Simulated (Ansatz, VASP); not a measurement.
## SnTe: VASP beside Ansatz

Contents of INCAR:

```
SYSTEM = SnTe
PREC = Accurate
ENCUT = 520
EDIFF = 1E-6
ISMEAR = 0
SIGMA = 0.1
LREAL = .FALSE.
LASPH = .TRUE.
NELM = 60
ALGO = Normal
ISIF = 2
LWAVE = .FALSE.
LCHARG = .FALSE.
GGA = PE
NBANDS = 17
```

KPOINTS

```
Automatic mesh
0
G
  6 4 4
  0 0 0
```

The input POSCAR:

```
SnTe
1.0
    2.7034621400      0.0000000000      0.0000000000
    0.0000000000      4.4794703800      0.0000000000
    0.0000000000      0.0000000000      4.9464416100
Sn Te
1 1
Direct
    0.5000000000      0.0000000000      0.0000000000
    0.0000000000      0.0000000000      0.5000000000
```

Input for Ansatz:

```yaml
crystal:
  lattice:
    - [2.70346214, 0.0, 0.0]
    - [0.0, 4.47947038, 0.0]
    - [0.0, 0.0, 4.94644161]
  atoms:
    - { symbol: Sn, position: [0.5, 0.0, 0.0] }
    - { symbol: Te, position: [0.0, 0.0, 0.5] }
basis:
  ecutwfc: 420
kpoints:
  mp_grid: { grid: [6, 4, 4] }
hamiltonian:
  xc: pbe
scf:
  occupations: { method: gaussian, width: 0.1 }
  lower_state_search: "off"
output:
  forces: true
  stress: true
  eigenvalues: true
```

Alike in both runs: task single point; functional PBE; k mesh 6 × 4 × 4; occupations gaussian, width 0.1 eV; no spin polarisation.

```csv
,VASP,Ansatz
version,VASP 6.6.1,Ansatz 0.2.0
potentials or method,"VASP PAW PBE potentials, release 64 (Sn_d, Te), cutoff 520 eV","scalar-relativistic, plane waves, PAW"
valence electrons in the cell,20,30
```

|  | VASP | Ansatz | Ansatz less VASP |
| --- | --- | --- | --- |
| gap on the k mesh at the Fermi level (eV) | none | none | - |
| pressure (GPa) | 26.5 | 26.5 | +0.03 |
| traceless stress, the component that is largest in VASP (GPa) | -27.57 | -27.55 | +0.018 |

A gap of «none» marks a metal or a gap that the smearing closes. With one functional, cell and mesh, what is left measures potentials, basis and numerics. VASP's potentials hold 20 valence electrons a cell and Ansatz's 30, so a difference there can come from the potentials and not from the codes.

The k mesh is coarse, so the values compare programs but aren't converged. Neither program's run includes spin-orbit coupling.
